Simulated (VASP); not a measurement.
# Mo (Im-3m) in VASP: notebook

Mo is run at these levels: PBE, RPBE, revPBE, PBE+D3(BJ), BLYP; tasks: single point.

All numbers are computed with VASP 6.6.1; they aren't measurements. Logs are shortened: lines on timing, memory, paths and dates and some standing lists are left out, and cuts for length are marked.

### Step 1. The cell of the first run

It takes space group Im-3m (No. 229, cubic). The conventional cell has a = 3.160 Å, b = 3.160 Å, c = 3.160 Å, α = 90.00°, β = 90.00°, γ = 90.00°. Mo (site symmetry m-3m) has 14 Mo at 2.74 to 3.16 Å within 3.6 Å.

### Step 2. Single point, PBE

Input file INCAR:

```
ALGO = Normal
EDIFF = 1E-6
ENCUT = 520
GGA = PE
ISIF = 2
ISMEAR = -1
LASPH = True
LCHARG = False
LREAL = False
LWAVE = False
NBANDS = 13
NELM = 100
PREC = Accurate
SIGMA = 0.05
```

Input file KPOINTS:

```
k-points
0
Gamma
  12 12 12
```

Input file POSCAR:

```
Mo
1.0
   -1.5801138403      1.5801138403      1.5801138403
    1.5801138403     -1.5801138403      1.5801138403
    1.5801138403      1.5801138403     -1.5801138403
Mo
1
Direct
    0.0000000000      0.0000000000      0.0000000000
```

Potentials or basis: VASP PAW PBE potentials, release 64 (Mo_sv).

The run is started by

```sh
cat potpaw_PBE.64/Mo_sv/POTCAR > POTCAR
mpirun -np 1 vasp_std > vasp.out
```

OUTCAR:

```text
EDIFF = 1E-6
   ENCUT = 520
   GGA = PE
   ISIF = 2
   ISMEAR = -1
   LASPH = True
   LREAL = False
   NELM = 100
   PREC = Accurate

 ion  position               nearest neighbor table
   1  0.000  0.000  0.000-

  LATTYP: Found a body centered cubic cell.
 ALAT       =     3.1602276806

  Lattice vectors:

 A1 = (  -1.5801138403,   1.5801138403,   1.5801138403)
 A2 = (   1.5801138403,  -1.5801138403,   1.5801138403)
 A3 = (   1.5801138403,   1.5801138403,  -1.5801138403)

Analysis of symmetry for initial positions (statically):
=====================================================================
 Subroutine PRICEL returns:
 Original cell was already a primitive cell.

 Routine SETGRP: Setting up the symmetry group for a
 body centered cubic supercell.

 Subroutine GETGRP returns: Found 48 space group operations
 (whereof 48 operations were pure point group operations)
 out of a pool of 48 trial point group operations.

The static configuration has the point symmetry O_h .

Analysis of symmetry for dynamics (positions and initial velocities):
=====================================================================
 Subroutine PRICEL returns:
 Original cell was already a primitive cell.

 Routine SETGRP: Setting up the symmetry group for a
 body centered cubic supercell.

 Subroutine GETGRP returns: Found 48 space group operations
 (whereof 48 operations were pure point group operations)
 out of a pool of 48 trial point group operations.

The dynamic configuration has the point symmetry O_h .

 Subroutine INISYM returns: Found 48 space group operations
 (whereof 48 operations are pure point group operations),
 and found     1 'primitive' translations

----------------------------------------------------------------------------------------

                                     Primitive cell

  volume of cell :      15.7807

  direct lattice vectors                    reciprocal lattice vectors
    -1.580113840  1.580113840  1.580113840     0.000000000  0.316432897  0.316432897
     1.580113840 -1.580113840  1.580113840     0.316432897  0.000000000  0.316432897
     1.580113840  1.580113840 -1.580113840     0.316432897  0.316432897  0.000000000

  length of vectors
     2.736837453  2.736837453  2.736837453     0.447503694  0.447503694  0.447503694

  position of ions in fractional coordinates (direct lattice)
     0.000000000  0.000000000  0.000000000

  ion indices of the primitive-cell ions
   primitive index   ion index
                 1           1

----------------------------------------------------------------------------------------

 KPOINTS: k-points

Automatic generation of k-mesh.
 Grid dimensions read from file:
 generate k-points for:   12   12   12

 Generating k-lattice:

  Cartesian coordinates                     Fractional coordinates (reciprocal lattice)
     0.000000000  0.026369408  0.026369408     0.083333333  0.000000000  0.000000000
     0.026369408  0.000000000  0.026369408     0.000000000  0.083333333  0.000000000
     0.026369408  0.026369408  0.000000000     0.000000000  0.000000000  0.083333333

  Length of vectors
     0.037291975  0.037291975  0.037291975

  Shift w.r.t. Gamma in fractional coordinates (k-lattice)
     0.000000000  0.000000000  0.000000000

 Subroutine IBZKPT returns following result:
 ===========================================

 Found     72 irreducible k-points:

 Following reciprocal coordinates:
            Coordinates               Weight
  0.000000  0.000000  0.000000      1.000000
  0.083333  0.000000  0.000000     12.000000
  0.166667  0.000000  0.000000     12.000000
  0.250000  0.000000  0.000000     12.000000
  0.333333  0.000000  0.000000     12.000000
  0.416667  0.000000  0.000000     12.000000
[... 16 lines left out ...]
  0.333333  0.083333  0.083333     24.000000
  0.416667  0.083333  0.083333     12.000000
 [... further k-points ...]
   k-points           NKPTS =     72   k-points in BZ     NKDIM =     72   number of bands    NBANDS=     13
   number of dos      NEDOS =    301   number of ions     NIONS =      1
   total plane-waves  NPLWV =   8000
   dimension x,y,z NGX =    20 NGY =   20 NGZ =   20
   dimension x,y,z NGXF=    40 NGYF=   40 NGZF=   40
   ions per type =               1
   NGX,Y,Z   is equivalent  to a cutoff of  12.15, 12.15, 12.15 a.u.
   NGXF,Y,Z  is equivalent  to a cutoff of  24.30, 24.30, 24.30 a.u.
 SYSTEM =  unknown system
   PREC   = accura    normal or accurate (medium, high low for compatibility)
   ISTART =      0    job   : 0-new  1-cont  2-samecut
   ICHARG =      2    charge: 1-file 2-atom 10-const
   ISPIN  =      1    spin polarized calculation?
   LNONCOLLINEAR =      F non collinear calculations
   LSORBIT =      F    spin-orbit coupling
   LASPH  =      T    aspherical Exc in radial PAW
   ENCUT  =  520.0 eV  38.22 Ry    6.18 a.u.   5.09  5.09  5.09*2*pi/ulx,y,z
   NELM   =    100;   NELMIN=  2; NELMDL= -5     # of ELM steps
   EDIFF  = 0.1E-05   stopping-criterion for ELM
   LREAL  =      F    real-space projection
   EDIFFG = 0.1E-04   stopping-criterion for IOM
   NSW    =      0    number of steps for IOM
   IBRION =     -1    ionic relax: 0-MD 1-quasi-New 2-CG
   NFREE  =      0    steps in history (QN), initial steepest desc. (CG)
   ISIF   =      2    stress and relaxation
   ISYM   =      2    0-nonsym 1-usesym 2-fastsym
   POTIM  = 0.5000    time-step for ionic-motion
   TEBEG  =    0.0;   TEEND  =   0.0 temperature during run
   PSTRESS=    0.0 pullay stress
   NELECT =      14.0000    total number of electrons
   NUPDOWN=      -1.0000    fix difference up-down
   EMIN   =  10.00;   EMAX   =-10.00  energy-range for DOS
   EFERMI =   0.00;   METHOD = LEGACY
   ISMEAR =    -1;   SIGMA  =   0.05  broadening in eV -4-tet -1-fermi 0-gaus
   EFERMI_NEDOS =   21; number of points for ismear=-14 and -15
   IALGO  =     38    algorithm
   IMIX   =      4    mixing-type and parameters
     AMIX     =   0.40;   BMIX     =  1.00
     AMIX_MAG =   1.60;   BMIX_MAG =  1.00
  volume/ion in A,a.u.               =      15.78       106.49
  Fermi-wavevector in a.u.,A,eV,Ry     =   1.573050  2.972633 33.667421  2.474486
  Thomas-Fermi vector in A             =   2.674392
   LORBIT       =      0    0 simple, 1 ext, 2 COOP (PROOUT), +10 PAW based schemes
   GGA     = PE    functional components
   LHFCALC =     F    Hartree Fock is set to
   AEXX    =    0.0000 exact exchange contribution
   IVDW    =     0    specifies the selected vdW correction
   LEPSILON=     F    determine dielectric tensor
   LRPA    =     F    only Hartree local field effects (RPA)
 non-spin polarized calculation
  energy-cutoff  :      520.00
  volume of cell :       15.78
 maximum number of plane-waves:       436
   NGX = 11   NGY = 11   NGZ = 11

 number of electron      14.0000004 magnetization

 Free energy of the ion-electron system (eV)
  ---------------------------------------------------
  ext. energy  EPLUGINS =         0.00000000
  ---------------------------------------------------
  free energy    TOTEN  =       -10.95147576 eV

  energy without entropy =      -10.94895329  energy(sigma->0) =      -10.95021452

 E-fermi :  12.3957     XC(G=0): -13.3368

 val. band max:       12.3924050663   @ k =   0.5000   0.5000   0.0833
 cond. band min:      12.4453396806   @ k =  -0.3333   0.3333   0.2500
 fundamental gap:      0.0529346143
 Fermi energy:        12.3957158977

 k-point     1 :       0.0000    0.0000    0.0000
  band No.  band energies     occupation
      1     -48.8373      2.00000
      2     -22.1251      2.00000
      3     -22.1251      2.00000
      4     -22.1251      2.00000
      5       5.2371      2.00000
      6      11.0968      2.00000
      7      11.0968      2.00000
      8      11.0968      2.00000
      9      14.0868      0.00000
     10      14.0868      0.00000
     11      27.2589      0.00000
     12      27.2589      0.00000
     13      27.2589      0.00000

 k-point     2 :       0.0833    0.0000    0.0000
  band No.  band energies     occupation
      1     -48.8206      2.00000
      2     -22.2222      2.00000
      3     -22.1551      2.00000
      4     -22.1258      2.00000
      5       5.5381      2.00000
      6      10.9289      2.00000
      7      11.0652      2.00000
      8      11.3806      2.00000
      9      13.8530      0.00000
     10      14.0924      0.00000
     11      27.4740      0.00000
     12      27.7680      0.00000
     13      27.8255      0.00000

 k-point     3 :       0.1667    0.0000    0.0000
  band No.  band energies     occupation
      1     -48.7747      2.00000
      2     -22.4826      2.00000
      3     -22.2364      2.00000
      4     -22.1277      2.00000
      5       6.3340      2.00000
      6      10.5019      2.00000
      7      10.9177      2.00000
      8      12.2051      1.95675
      9      13.5240      0.00000
     10      14.1317      0.00000
     11      27.7693      0.00000
     12      28.8266      0.00000
     13      29.2053      0.00000
[... 305 lines left out ...]
 k-point    23 :       0.3333    0.0833    0.0833
  band No.  band energies     occupation
      1     -48.5929      2.00000
      2     -23.3357      2.00000
      3     -22.5801      2.00000
      4     -22.2241      2.00000
      5       7.8595      2.00000
      6       9.1647      2.00000
      7      12.0633      1.99741
      8      14.2019      0.00000
      9      14.6812      0.00000
     10      18.0237      0.00000
     11      24.3537      0.00000
     12      25.3149      0.00000
     13      28.8764      0.00000

 k-point    24 :       0.4167    0.0833    0.0833
  band No.  band energies     occupation
      1     -48.5775      2.00000
      2     -23.3947      2.00000
      3     -22.6233      2.00000
      4     -22.2269      2.00000
      5       7.7448      2.00000
      6       9.0781      2.00000
      7      12.7459      0.00182
      8      14.2719      0.00000
      9      14.7614      0.00000
     10      18.7316      0.00000
     11      23.3767      0.00000
     12      24.9153      0.00000
     13      28.3499      0.00000

 [... further k-points ...]
[... 5 lines left out ...]
  --------------------------------------------------------------------------------------
  -------------------------------------------------------------------------------------
  Total        0.0468259      0.0468259      0.0468259     -0.0000000     -0.0000000      0.0000000
  in kB        4.7541406      4.7541406      4.7541406     -0.0000000     -0.0000000      0.0000000
  external PRESSURE =       4.7541406 kB  Pullay stress =       0.0000000 kB

 VOLUME and BASIS-vectors are now :
 -----------------------------------------------------------------------------
  energy-cutoff  :      520.00
  volume of cell :       15.78
      direct lattice vectors                 reciprocal lattice vectors
    -1.580113840  1.580113840  1.580113840     0.000000000  0.316432897  0.316432897
     1.580113840 -1.580113840  1.580113840     0.316432897  0.000000000  0.316432897
     1.580113840  1.580113840 -1.580113840     0.316432897  0.316432897  0.000000000

 POSITION                                       TOTAL-FORCE (eV/Angst)
 -----------------------------------------------------------------------------------
      0.00000      0.00000      0.00000        -0.000000      0.000000      0.000000
 -----------------------------------------------------------------------------------
    total drift:                                0.000000     -0.000000      0.000000

  FREE ENERGIE OF THE ION-ELECTRON SYSTEM (eV)
  ---------------------------------------------------
  free  energy   TOTEN  =       -10.9514757578 eV

  energy  without entropy=      -10.9489532883  energy(sigma->0) =      -10.95021452
```

Run time: 10 s. Hardware: 1 thread of AMD EPYC 7R43 (Zen 3), shared host; peak memory 0.09 GiB.

What came out:

* Free energy: -10.9515 eV
* Pressure: 0.5 GPa
* Band gap on the k mesh: zero (band 7 reaches 16.37 eV, above the bottom of band 8 at 11.10 eV)

Levels at points of the mesh, in eV from the Fermi level:
```csv
k point,band 5,band 6,band 7,band 8,band 9,band 10
"(0.00, 0.00, 0.00)",-7.16,-1.30,-1.30,-1.30,1.69,1.69
"(0.50, 0.00, 0.00)",-5.22,-3.31,1.64,1.71,2.34,4.72
"(0.50, 0.50, 0.50)",-5.32,-5.32,3.97,3.97,3.97,9.04
```

### Step 3. Single point, RPBE

This run uses another cell than the first one, of 15.99 Å³/atom, 1.013 times its volume.

Input file INCAR:

```
SYSTEM = Mo
ALGO = Normal
EDIFF = 1E-7
ENCUT = 520
GGA = RP
ISIF = 2
ISMEAR = -1
LASPH = .True.
LCHARG = .False.
LREAL = .False.
LWAVE = .False.
NBANDS = 13
NELM = 80
PREC = Accurate
SIGMA = 0.05
```

Input file KPOINTS:

```
k-points
0
Gamma
  12 12 12
  0 0 0
```

Input file POSCAR:

```
Mo
1.0
   -1.5871560671      1.5871560671      1.5871560671
    1.5871560671     -1.5871560671      1.5871560671
    1.5871560671      1.5871560671     -1.5871560671
Mo
1
Direct
    0.0000000000      0.0000000000      0.0000000000
```

Potentials or basis: VASP PAW PBE potentials, release 64 (Mo_sv).

The run is started by

```sh
cat potpaw_PBE.64/Mo_sv/POTCAR > POTCAR
mpirun -np 1 vasp_std > vasp.out
```

OUTCAR:

```text
SYSTEM = Mo
   EDIFF = 1E-7
   ENCUT = 520
   GGA = RP
   ISIF = 2
   ISMEAR = -1
   LASPH = .True.
   LREAL = .False.
   NELM = 80
   PREC = Accurate

 ion  position               nearest neighbor table
   1  0.000  0.000  0.000-

  LATTYP: Found a body centered cubic cell.
 ALAT       =     3.1743121342

  Lattice vectors:

 A1 = (  -1.5871560671,   1.5871560671,   1.5871560671)
 A2 = (   1.5871560671,  -1.5871560671,   1.5871560671)
 A3 = (   1.5871560671,   1.5871560671,  -1.5871560671)

Analysis of symmetry for initial positions (statically):
[... 552 lines left out ...]
      6       8.9981      2.00000
      7      12.5740      0.00374
      8      14.1028      0.00000
      9      14.5842      0.00000
     10      18.4683      0.00000
     11      23.0748      0.00000
     12      24.7191      0.00000
     13      28.0484      0.00000

 [... further k-points ...]
[... 5 lines left out ...]
  --------------------------------------------------------------------------------------
  -------------------------------------------------------------------------------------
  Total        0.0447964      0.0447964      0.0447964     -0.0000000      0.0000000      0.0000000
  in kB        4.4878157      4.4878157      4.4878157     -0.0000000      0.0000000      0.0000000
  external PRESSURE =       4.4878157 kB  Pullay stress =       0.0000000 kB

 VOLUME and BASIS-vectors are now :
 -----------------------------------------------------------------------------
  energy-cutoff  :      520.00
  volume of cell :       15.99
      direct lattice vectors                 reciprocal lattice vectors
    -1.587156067  1.587156067  1.587156067     0.000000000  0.315028881  0.315028881
     1.587156067 -1.587156067  1.587156067     0.315028881  0.000000000  0.315028881
     1.587156067  1.587156067 -1.587156067     0.315028881  0.315028881  0.000000000

 POSITION                                       TOTAL-FORCE (eV/Angst)
 -----------------------------------------------------------------------------------
      0.00000      0.00000      0.00000         0.000000     -0.000000      0.000000
 -----------------------------------------------------------------------------------
    total drift:                                0.000000     -0.000000      0.000000

  FREE ENERGIE OF THE ION-ELECTRON SYSTEM (eV)
  ---------------------------------------------------
  free  energy   TOTEN  =       -10.3770120994 eV

  energy  without entropy=      -10.3743939963  energy(sigma->0) =      -10.37570305
```

OSZICAR:

```text
N       E                     dE             d eps       ncg     rms          rms(c)
DAV:   1     0.932929970470E+02    0.93293E+02   -0.81994E+03  1888   0.110E+03
DAV:   2    -0.974528530524E+01   -0.10304E+03   -0.98854E+02  2092   0.311E+02
DAV:   3    -0.109958076678E+02   -0.12505E+01   -0.12477E+01  2117   0.341E+01
DAV:   4    -0.109988517426E+02   -0.30441E-02   -0.30440E-02  2072   0.201E+00
DAV:   5    -0.109988719184E+02   -0.20176E-04   -0.20173E-04  2157   0.146E-01    0.135E+01
DAV:   6    -0.104528255231E+02    0.54605E+00   -0.70866E-01  1922   0.103E+01    0.363E+00
DAV:   7    -0.103792995371E+02    0.73526E-01   -0.14698E-01  2067   0.451E+00    0.988E-01
DAV:   8    -0.103768756023E+02    0.24239E-02   -0.44279E-03  1947   0.847E-01    0.199E-01
DAV:   9    -0.103769980282E+02   -0.12243E-03   -0.11100E-04  2157   0.132E-01    0.813E-02
DAV:  10    -0.103770120630E+02   -0.14035E-04   -0.18511E-05  1932   0.508E-02    0.812E-03
DAV:  11    -0.103770123445E+02   -0.28148E-06   -0.14038E-07  1774   0.405E-03    0.222E-03
DAV:  12    -0.103770120828E+02    0.26166E-06   -0.15239E-08  1006   0.158E-03    0.978E-05
DAV:  13    -0.103770120994E+02   -0.16573E-07   -0.12328E-09   986   0.433E-04
   1 F= -.10377012E+02 E0= -.10375703E+02  d E =-.261810E-02
```

stdout:

```text
POSCAR found type information on POSCAR Mo
 POSCAR found :  1 types and       1 ions
 scaLAPACK will be used
 -----------------------------------------------------------------------------
|                                                                             |
|                                                                             |
|     You enforced a specific xc type in the INCAR file but a different       |
|     I HOPE YOU KNOW WHAT YOU ARE DOING!                                     |
|                                                                             |
 -----------------------------------------------------------------------------

 LDA part: xc-table for (Slater+PW92), standard interpolation
 POSCAR, INCAR and KPOINTS ok, starting setup
 FFT: planning ... GRIDC
 FFT: planning ... GRID_SOFT
 FFT: planning ... GRID
 WAVECAR not read
 entering main loop
```

Run time: 12 s. Hardware: 1 thread of AMD EPYC 7R43 (Zen 3), shared host; peak memory 0.1 GiB.

Results:

```
Free energy            : -10.3770 eV
Pressure               : 0.4 GPa
Band gap on the k mesh : zero (band 7 reaches 16.14 eV, above the bottom of band 8 at 10.98 eV)
```

Levels at points of the mesh, in eV from the Fermi level:
```
           k point  band 4  band 5  band 6  band 7  band 8  band 9  band 10  band 11
(0.00, 0.00, 0.00)  -34.57   -7.10   -1.28   -1.28   -1.28    1.67     1.67    14.83
(0.50, 0.00, 0.00)  -34.58   -5.14   -3.25    1.58    1.68    2.30     4.61    11.35
(0.50, 0.50, 0.50)  -35.47   -5.22   -5.22    3.88    3.88    3.88     8.94     8.94
```

Caveat: the PAW data sets were made with another functional, which shifts forces and pressure a little.

(Continued in part 2 of 3.)
